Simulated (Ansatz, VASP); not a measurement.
## Bi2Te2O3 in VASP and in Ansatz

```
Bi Te O
1.0
     3.59856    0.00000    0.00000
    -1.79928    3.11645    0.00000
     0.00000    0.00000   14.15926
Bi Te O
2 2 3
Cartesian
  0.0000 2.0776 1.5982
  1.7993 1.0388 12.5611
  0.0000 0.0000 5.7120
  0.0000 0.0000 8.4473
  1.7993 1.0388 2.5858
  0.0000 2.0776 11.5735
  0.0000 0.0000 0.0000
```

Alike in both runs: functional PBE; k mesh 4 × 4 × 1; occupations gaussian, width 0.15 eV; no spin polarisation.

Ansatz relaxed the structure, and its values are those at the end. VASP's run is a single point on that final structure, the one shown.

```csv
,VASP,Ansatz
version,VASP 6.6.1,Ansatz 0.2.0
potentials or method,"VASP PAW PBE potentials, release 64 (Bi_d, Te, O), cutoff 520 eV","scalar-relativistic, plane waves, PAW"
valence electrons in the cell,60,80
```

|  | VASP | Ansatz | Ansatz less VASP |
| --- | --- | --- | --- |
| gap on the k mesh at the Fermi level (eV) | none | none | - |
| pressure (GPa) | 0.2 | 0.1 | -0.04 |
| rms of the force components (eV/Å) | 0.016 | 0.025 | +0.0084 |

A gap of «none» marks a metal or a gap that the smearing closes. VASP's potentials hold 60 valence electrons a cell and Ansatz's 80, so a difference there can come from the potentials and not from the codes.

The k mesh is coarse, so the values compare programs but aren't converged. Spin-orbit coupling is off throughout.
